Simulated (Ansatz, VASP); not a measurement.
**Hf in VASP and in Ansatz**

```
CELL_PARAMETERS angstrom
-1.85915 1.80500 1.80500
1.80500 -1.85915 1.80500
1.80500 1.80500 -1.85915
ATOMIC_POSITIONS crystal
Hf 0.00000 0.00000 0.00000
```

Change from the starting cell: equal xy, yz and zx shear strains of -3 %.

Alike in both runs: task single point; functional PBE; k mesh 14 × 14 × 14; occupations fermi-dirac, width 0.05 eV; no spin polarisation.

```csv
,VASP,Ansatz
version,VASP 6.6.1,Ansatz 0.2.0
potentials or method,"VASP PAW PBE potentials, release 64 (Hf_pv), cutoff 520 eV","all-electron LAPW, scalar-relativistic"
```

```tsv
	VASP	Ansatz	Ansatz less VASP
pressure (GPa)	-5.2	-4.8	+0.37
traceless stress, the component that is largest in VASP (GPa)	1.34	1.36	+0.015
```

Ansatz ran all-electron here, and VASP with PAW potentials.

Spin-orbit coupling is off throughout.
